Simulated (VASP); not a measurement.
# Sn (Im-3m) in VASP: notebook

Runs on Sn. Level: PBE. Tasks: single point, relaxation of cell and atoms.

Program: VASP 6.6.1. These are calculated values, not measurements. Logs are shortened: lines on timing, memory, paths and dates and some standing lists are left out, and cuts for length are marked.

### 1 The cell of the first run

The structure is cubic, space group Im-3m (No. 229). The conventional cell has a = 3.756 Å, b = 3.756 Å, c = 3.756 Å, α = 90.00°, β = 90.00°, γ = 90.00°. Sn (site symmetry m-3m) has 14 Sn at 3.25 to 3.76 Å within 4.3 Å.

This isn't the form of Sn at room conditions, which is tetragonal (white tin).

### 2 Single point, PBE (26.49 Å³/atom)

File INCAR:

```
PREC = Accurate
ENCUT = 520
EDIFF = 1E-7
ISMEAR = -1
SIGMA = 0.1
LREAL = False
LASPH = True
NELM = 80
ALGO = Normal
ISIF = 2
LWAVE = False
LCHARG = False
GGA = PE
NBANDS = 13
```

File KPOINTS:

```
Automatic mesh
0
Gamma
  19 19 19
```

File POSCAR:

```
Sn
1.0
   -1.8778469208      1.8778469208      1.8778469208
    1.8778469208     -1.8778469208      1.8778469208
    1.8778469208      1.8778469208     -1.8778469208
Sn
1
Direct
    0.0000000000      0.0000000000      0.0000000000
```

Potentials or basis: VASP PAW PBE potentials, release 64 (Sn_d).

Started as:

```sh
> cat potpaw_PBE.64/Sn_d/POTCAR > POTCAR
> mpirun -np 1 vasp_std > vasp.out
```

OUTCAR:

```text
PREC = Accurate
   ENCUT = 520
   EDIFF = 1E-7
   ISMEAR = -1
   LREAL = False
   LASPH = True
   NELM = 80
   ISIF = 2
   GGA = PE

 ion  position               nearest neighbor table
   1  0.000  0.000  0.000-

  LATTYP: Found a body centered cubic cell.
 ALAT       =     3.7556938416

  Lattice vectors:

 A1 = (  -1.8778469208,   1.8778469208,   1.8778469208)
 A2 = (   1.8778469208,  -1.8778469208,   1.8778469208)
 A3 = (   1.8778469208,   1.8778469208,  -1.8778469208)

Analysis of symmetry for initial positions (statically):
=====================================================================
 Subroutine PRICEL returns:
 Original cell was already a primitive cell.

 Routine SETGRP: Setting up the symmetry group for a
 body centered cubic supercell.

 Subroutine GETGRP returns: Found 48 space group operations
 (whereof 48 operations were pure point group operations)
 out of a pool of 48 trial point group operations.

The static configuration has the point symmetry O_h .

Analysis of symmetry for dynamics (positions and initial velocities):
=====================================================================
 Subroutine PRICEL returns:
 Original cell was already a primitive cell.

 Routine SETGRP: Setting up the symmetry group for a
 body centered cubic supercell.

 Subroutine GETGRP returns: Found 48 space group operations
 (whereof 48 operations were pure point group operations)
 out of a pool of 48 trial point group operations.

The dynamic configuration has the point symmetry O_h .

 Subroutine INISYM returns: Found 48 space group operations
 (whereof 48 operations are pure point group operations),
 and found     1 'primitive' translations

----------------------------------------------------------------------------------------

                                     Primitive cell

  volume of cell :      26.4875

  direct lattice vectors                    reciprocal lattice vectors
    -1.877846921  1.877846921  1.877846921     0.000000000  0.266262385  0.266262385
     1.877846921 -1.877846921  1.877846921     0.266262385  0.000000000  0.266262385
     1.877846921  1.877846921 -1.877846921     0.266262385  0.266262385  0.000000000

  length of vectors
     3.252526276  3.252526276  3.252526276     0.376551876  0.376551876  0.376551876

  position of ions in fractional coordinates (direct lattice)
     0.000000000  0.000000000  0.000000000

  ion indices of the primitive-cell ions
   primitive index   ion index
                 1           1

----------------------------------------------------------------------------------------

 KPOINTS: Automatic mesh

Automatic generation of k-mesh.
 Grid dimensions read from file:
 generate k-points for:   19   19   19

 Generating k-lattice:

  Cartesian coordinates                     Fractional coordinates (reciprocal lattice)
     0.000000000  0.014013810  0.014013810     0.052631579  0.000000000  0.000000000
     0.014013810  0.000000000  0.014013810     0.000000000  0.052631579  0.000000000
     0.014013810  0.014013810  0.000000000     0.000000000  0.000000000  0.052631579

  Length of vectors
     0.019818520  0.019818520  0.019818520

  Shift w.r.t. Gamma in fractional coordinates (k-lattice)
     0.000000000  0.000000000  0.000000000

 Subroutine IBZKPT returns following result:
 ===========================================

 Found    220 irreducible k-points:

 Following reciprocal coordinates:
            Coordinates               Weight
  0.000000  0.000000  0.000000      1.000000
  0.052632  0.000000  0.000000     12.000000
  0.105263  0.000000  0.000000     12.000000
  0.157895  0.000000  0.000000     12.000000
  0.210526  0.000000  0.000000     12.000000
  0.263158  0.000000  0.000000     12.000000
[... 16 lines left out ...]
  0.263158  0.105263  0.000000     48.000000
  0.315789  0.105263  0.000000     48.000000
 [... further k-points ...]
   k-points           NKPTS =    220   k-points in BZ     NKDIM =    220   number of bands    NBANDS=     13
   number of dos      NEDOS =    301   number of ions     NIONS =      1
   total plane-waves  NPLWV =  13824
   dimension x,y,z NGX =    24 NGY =   24 NGZ =   24
   dimension x,y,z NGXF=    48 NGYF=   48 NGZF=   48
   ions per type =               1
   NGX,Y,Z   is equivalent  to a cutoff of  12.27, 12.27, 12.27 a.u.
   NGXF,Y,Z  is equivalent  to a cutoff of  24.53, 24.53, 24.53 a.u.
 SYSTEM =  unknown system
   PREC   = accura    normal or accurate (medium, high low for compatibility)
   ISTART =      0    job   : 0-new  1-cont  2-samecut
   ICHARG =      2    charge: 1-file 2-atom 10-const
   ISPIN  =      1    spin polarized calculation?
   LNONCOLLINEAR =      F non collinear calculations
   LSORBIT =      F    spin-orbit coupling
   LASPH  =      T    aspherical Exc in radial PAW
   ENCUT  =  520.0 eV  38.22 Ry    6.18 a.u.   6.05  6.05  6.05*2*pi/ulx,y,z
   NELM   =     80;   NELMIN=  2; NELMDL= -5     # of ELM steps
   EDIFF  = 0.1E-06   stopping-criterion for ELM
   LREAL  =      F    real-space projection
   EDIFFG = 0.1E-05   stopping-criterion for IOM
   NSW    =      0    number of steps for IOM
   IBRION =     -1    ionic relax: 0-MD 1-quasi-New 2-CG
   NFREE  =      0    steps in history (QN), initial steepest desc. (CG)
   ISIF   =      2    stress and relaxation
   ISYM   =      2    0-nonsym 1-usesym 2-fastsym
   POTIM  = 0.5000    time-step for ionic-motion
   TEBEG  =    0.0;   TEEND  =   0.0 temperature during run
   PSTRESS=    0.0 pullay stress
   NELECT =      14.0000    total number of electrons
   NUPDOWN=      -1.0000    fix difference up-down
   EMIN   =  10.00;   EMAX   =-10.00  energy-range for DOS
   EFERMI =   0.00;   METHOD = LEGACY
   ISMEAR =    -1;   SIGMA  =   0.10  broadening in eV -4-tet -1-fermi 0-gaus
   EFERMI_NEDOS =   21; number of points for ismear=-14 and -15
   IALGO  =     38    algorithm
   IMIX   =      4    mixing-type and parameters
     AMIX     =   0.40;   BMIX     =  1.00
     AMIX_MAG =   1.60;   BMIX_MAG =  1.00
  volume/ion in A,a.u.               =      26.49       178.75
  Fermi-wavevector in a.u.,A,eV,Ry     =   1.323642  2.501321 23.837803  1.752029
  Thomas-Fermi vector in A             =   2.453235
   LORBIT       =      0    0 simple, 1 ext, 2 COOP (PROOUT), +10 PAW based schemes
   GGA     = PE    functional components
   LHFCALC =     F    Hartree Fock is set to
   AEXX    =    0.0000 exact exchange contribution
   IVDW    =     0    specifies the selected vdW correction
   LEPSILON=     F    determine dielectric tensor
   LRPA    =     F    only Hartree local field effects (RPA)
 non-spin polarized calculation
  energy-cutoff  :      520.00
  volume of cell :       26.49
 maximum number of plane-waves:       724
   NGX = 13   NGY = 13   NGZ = 13

 number of electron      13.9999990 magnetization

 Free energy of the ion-electron system (eV)
  ---------------------------------------------------
  ext. energy  EPLUGINS =         0.00000000
  ---------------------------------------------------
  free energy    TOTEN  =        -3.77681101 eV

  energy without entropy =       -3.75870665  energy(sigma->0) =       -3.76775883

 E-fermi :   8.3949     XC(G=0): -10.4897

 val. band max:        8.3802127698   @ k =  -0.2632   0.4737   0.0526
 cond. band min:       8.4020637521   @ k =  -0.3158   0.3158   0.1579
 fundamental gap:      0.0218509823
 Fermi energy:         8.3949194063

 k-point     1 :       0.0000    0.0000    0.0000
  band No.  band energies     occupation
      1     -13.1735      2.00000
      2     -13.1735      2.00000
      3     -13.1735      2.00000
      4     -13.0239      2.00000
      5     -13.0239      2.00000
      6      -2.8695      2.00000
      7      16.6196      0.00000
      8      16.6196      0.00000
      9      16.6196      0.00000
     10      20.5758      0.00000
     11      20.5758      0.00000
     12      20.5758      0.00000
     13      21.3315      0.00000

 k-point     2 :       0.0526    0.0000    0.0000
  band No.  band energies     occupation
      1     -13.1748      2.00000
      2     -13.1715      2.00000
      3     -13.1671      2.00000
      4     -13.0255      2.00000
      5     -13.0241      2.00000
      6      -2.8078      2.00000
      7      16.0468      0.00000
      8      16.3522      0.00000
      9      16.5325      0.00000
     10      19.7826      0.00000
     11      20.0206      0.00000
     12      20.4240      0.00000
     13      21.6847      0.00000

 k-point     3 :       0.1053    0.0000    0.0000
  band No.  band energies     occupation
      1     -13.1787      2.00000
      2     -13.1661      2.00000
      3     -13.1488      2.00000
      4     -13.0297      2.00000
      5     -13.0247      2.00000
      6      -2.6224      2.00000
      7      14.6677      0.00000
      8      15.7213      0.00000
      9      16.2767      0.00000
     10      18.9654      0.00000
     11      19.3022      0.00000
     12      20.2497      0.00000
     13      22.0982      0.00000
[... 305 lines left out ...]
 k-point    23 :       0.2632    0.1053    0.0000
  band No.  band energies     occupation
      1     -13.1990      2.00000
      2     -13.1445      2.00000
      3     -13.0469      2.00000
      4     -13.0312      2.00000
      5     -13.0045      2.00000
      6      -0.4622      2.00000
      7       8.0466      1.94040
      8      11.6398      0.00000
      9      13.8461      0.00000
     10      17.6262      0.00000
     11      19.2006      0.00000
     12      20.7185      0.00000
     13      24.6308      0.00000

 k-point    24 :       0.3158    0.1053    0.0000
  band No.  band energies     occupation
      1     -13.2051      2.00000
      2     -13.1443      2.00000
      3     -13.0429      2.00000
      4     -13.0321      2.00000
      5     -12.9771      2.00000
      6       0.3222      2.00000
      7       6.5801      2.00000
      8      11.2112      0.00000
      9      13.5196      0.00000
     10      17.3670      0.00000
     11      19.0770      0.00000
     12      21.2545      0.00000
     13      24.7601      0.00000

 [... further k-points ...]

------------------------ aborting loop because EDIFF is reached ----------------------------------------

  FORCE on cell =-STRESS in cart. coord.  units (eV):
  Direction    XX          YY          ZZ          XY          YZ          ZX
  --------------------------------------------------------------------------------------
  -------------------------------------------------------------------------------------
  Total        0.3688853      0.3688853      0.3688853      0.0000000     -0.0000000     -0.0000000
  in kB       22.3131760     22.3131760     22.3131760      0.0000000     -0.0000000     -0.0000000
  external PRESSURE =      22.3131760 kB  Pullay stress =       0.0000000 kB

 VOLUME and BASIS-vectors are now :
 -----------------------------------------------------------------------------
  energy-cutoff  :      520.00
  volume of cell :       26.49
      direct lattice vectors                 reciprocal lattice vectors
    -1.877846921  1.877846921  1.877846921     0.000000000  0.266262385  0.266262385
     1.877846921 -1.877846921  1.877846921     0.266262385  0.000000000  0.266262385
     1.877846921  1.877846921 -1.877846921     0.266262385  0.266262385  0.000000000

 POSITION                                       TOTAL-FORCE (eV/Angst)
 -----------------------------------------------------------------------------------
      0.00000      0.00000      0.00000        -0.000000      0.000000     -0.000000
 -----------------------------------------------------------------------------------
    total drift:                               -0.000000      0.000000     -0.000000

  FREE ENERGIE OF THE ION-ELECTRON SYSTEM (eV)
  ---------------------------------------------------
  free  energy   TOTEN  =        -3.7768110144 eV

  energy  without entropy=       -3.7587066455  energy(sigma->0) =       -3.76775883
```

Wall time 61 s (1 thread of Intel Xeon 8259CL, shared host); peak memory 0.19 GiB.

Results:

- Free energy: -3.7768 eV
- Pressure: 2.2 GPa
- Band gap on the k mesh: zero (bands 7 and 8 overlap by 10.70 eV)

Caveat: spin-orbit coupling is left out, which moves the levels of the heavy elements.

### 3 Relaxation of cell and atoms, PBE

This run uses another cell than the first one, of 28.03 Å³/atom.

File INCAR:

```
ALGO = Normal
EDIFF = 1E-6
EDIFFG = -0.01
ENCUT = 600
GGA = PE
IBRION = 2
ISIF = 3
ISMEAR = -1
LASPH = T
LCHARG = F
LREAL = F
LWAVE = F
NELM = 60
NSW = 80
PREC = Accurate
SIGMA = 0.1
```

File KPOINTS:

```
k-points
0
Gamma
  12 12 12
```

File POSCAR:

```
Sn
1.0
   -1.9137253733      1.9137253733      1.9137253733
    1.9137253733     -1.9137253733      1.9137253733
    1.9137253733      1.9137253733     -1.9137253733
Sn
1
Direct
    0.0000000000      0.0000000000      0.0000000000
```

Potentials or basis: VASP PAW PBE potentials, release 64 (Sn_d).

Started as:

```sh
> cat potpaw_PBE.64/Sn_d/POTCAR > POTCAR
> mpirun -np 1 vasp_std > vasp.out
```

OUTCAR:

```text
EDIFF = 1E-6
   EDIFFG = -0.01
   ENCUT = 600
   GGA = PE
   IBRION = 2
   ISIF = 3
   ISMEAR = -1
   LASPH = T
   LREAL = F
   NELM = 60
   NSW = 80
   PREC = Accurate

 ion  position               nearest neighbor table
   1  0.000  0.000  0.000-

  LATTYP: Found a body centered cubic cell.
 ALAT       =     3.8274507466

  Lattice vectors:

 A1 = (  -1.9137253733,   1.9137253733,   1.9137253733)
 A2 = (   1.9137253733,  -1.9137253733,   1.9137253733)
 A3 = (   1.9137253733,   1.9137253733,  -1.9137253733)

Analysis of symmetry for initial positions (statically):
=====================================================================
 Subroutine PRICEL returns:
 Original cell was already a primitive cell.

 Routine SETGRP: Setting up the symmetry group for a
 body centered cubic supercell.

 Subroutine GETGRP returns: Found 48 space group operations
 (whereof 48 operations were pure point group operations)
 out of a pool of 48 trial point group operations.

The static configuration has the point symmetry O_h .

Analysis of symmetry for dynamics (positions and initial velocities):
=====================================================================
 Subroutine PRICEL returns:
 Original cell was already a primitive cell.

 Routine SETGRP: Setting up the symmetry group for a
 body centered cubic supercell.

 Subroutine GETGRP returns: Found 48 space group operations
 (whereof 48 operations were pure point group operations)
 out of a pool of 48 trial point group operations.

The dynamic configuration has the point symmetry O_h .

 Subroutine INISYM returns: Found 48 space group operations
 (whereof 48 operations are pure point group operations),
 and found     1 'primitive' translations

----------------------------------------------------------------------------------------

                                     Primitive cell

  volume of cell :      28.0349

  direct lattice vectors                    reciprocal lattice vectors
    -1.913725373  1.913725373  1.913725373     0.000000000  0.261270508  0.261270508
[... 125 lines left out ...]

 Free energy of the ion-electron system (eV)
  ---------------------------------------------------
  ext. energy  EPLUGINS =         0.00000000
  ---------------------------------------------------
  free energy    TOTEN  =        -3.78375945 eV

  energy without entropy =       -3.76397166  energy(sigma->0) =       -3.77386556

------------------------ aborting loop because EDIFF is reached ----------------------------------------

  FORCE on cell =-STRESS in cart. coord.  units (eV):
  Direction    XX          YY          ZZ          XY          YZ          ZX
  --------------------------------------------------------------------------------------
  -------------------------------------------------------------------------------------
  Total       -0.1258615     -0.1258615     -0.1258615      0.0000000      0.0000000      0.0000000
  in kB       -7.1929094     -7.1929094     -7.1929094      0.0000000      0.0000000      0.0000000
  external PRESSURE =      -7.1929094 kB  Pullay stress =       0.0000000 kB
[... 57 lines left out ...]
--------------------------------------- Ionic step        3  -------------------------------------------

 number of electron      13.9999996 magnetization

 Free energy of the ion-electron system (eV)
  ---------------------------------------------------
  ext. energy  EPLUGINS =         0.00000000
  ---------------------------------------------------
  free energy    TOTEN  =        -3.78482960 eV

  energy without entropy =       -3.76568753  energy(sigma->0) =       -3.77525856

 E-fermi :   7.9542     XC(G=0): -10.3012

 val. band max:        7.9100811233   @ k =   0.1667   0.1667   0.0833
 cond. band min:       8.0288682993   @ k =  -0.3333   0.3333   0.2500
 fundamental gap:      0.1187871761
 Fermi energy:         7.9541557881

 k-point     1 :       0.0000    0.0000    0.0000
  band No.  band energies     occupation
      1     -13.6439      2.00000
      2     -13.6439      2.00000
      3     -13.6439      2.00000
      4     -13.5116      2.00000
      5     -13.5116      2.00000
      6      -3.0663      2.00000
      7      15.7519      0.00000
      8      15.7519      0.00000
      9      15.7519      0.00000
     10      20.0024      0.00000
     11      20.0024      0.00000
[... 309 lines left out ...]
 k-point    24 :       0.4167    0.0833    0.0833
  band No.  band energies     occupation
      1     -13.6746      2.00000
      2     -13.6148      2.00000
      3     -13.5185      2.00000
      4     -13.5172      2.00000
      5     -13.4540      2.00000
      6       1.7419      2.00000
      7       3.9043      2.00000
      8       9.7395      0.00000
      9      11.2310      0.00000
     10      18.1281      0.00000
     11      18.6452      0.00000

 [... further k-points ...]

------------------------ aborting loop because EDIFF is reached ----------------------------------------

  FORCE on cell =-STRESS in cart. coord.  units (eV):
  Direction    XX          YY          ZZ          XY          YZ          ZX
  --------------------------------------------------------------------------------------
  -------------------------------------------------------------------------------------
  Total       -0.0025553     -0.0025553     -0.0025553      0.0000000     -0.0000000      0.0000000
  in kB       -0.1484693     -0.1484693     -0.1484693      0.0000000     -0.0000000      0.0000000
  external PRESSURE =      -0.1484693 kB  Pullay stress =       0.0000000 kB
[... 16 lines left out ...]
  FREE ENERGIE OF THE ION-ELECTRON SYSTEM (eV)
  ---------------------------------------------------
  free  energy   TOTEN  =        -3.7848295956 eV

  energy  without entropy=       -3.7656875282  energy(sigma->0) =       -3.77525856

 reached required accuracy - stopping structural energy minimisation
```

CONTCAR:

```text
Sn
   1.00000000000000
    -1.9031941176845231    1.9031941176845231    1.9031941176845231
     1.9031941176845231   -1.9031941176845231    1.9031941176845231
     1.9031941176845231    1.9031941176845231   -1.9031941176845231
  Sn
     1
Direct
     0.0000000000000000    0.0000000000000000    0.0000000000000000

  0.00000000E+00  0.00000000E+00  0.00000000E+00
```

Wall time 83 s (1 thread of Intel Xeon 8259CL, shared host); peak memory 0.18 GiB.

What came out:

```
Free energy                           : -3.7848 eV
Relaxed volume                        : 27.57 Å³/atom
Relaxed cell                          : a = 3.296 Å, b = 3.296 Å, c = 3.296 Å, α = 109.47°, β = 109.47°, γ = 109.47°
Space group after relaxing (to 0.1 Å) : Im-3m (No. 229)
Energy gained by relaxing             : 1.1 meV/atom
Ionic steps                           : 3
Pressure after relaxing               : 0.0 GPa
Band gap on the k mesh                : zero (bands 7 and 8 overlap by 10.25 eV)
```

The path:
```
step  energy change (eV)  largest force (eV/Å)  pressure (GPa)  volume (Å³)
   1              0.0000                0.0000           -0.72        28.03
   2             -0.0011                0.0000            0.08        27.53
   3             -0.0011                0.0000           -0.01        27.57
```

Final structure:
```
CELL_PARAMETERS angstrom
-1.90319 1.90319 1.90319
1.90319 -1.90319 1.90319
1.90319 1.90319 -1.90319
ATOMIC_POSITIONS crystal
Sn 0.00000 0.00000 0.00000
```

Caveat: spin-orbit coupling is left out, which moves the levels of the heavy elements.

The gap in the log of VASP goes by the Fermi energy; the results here count the filled bands.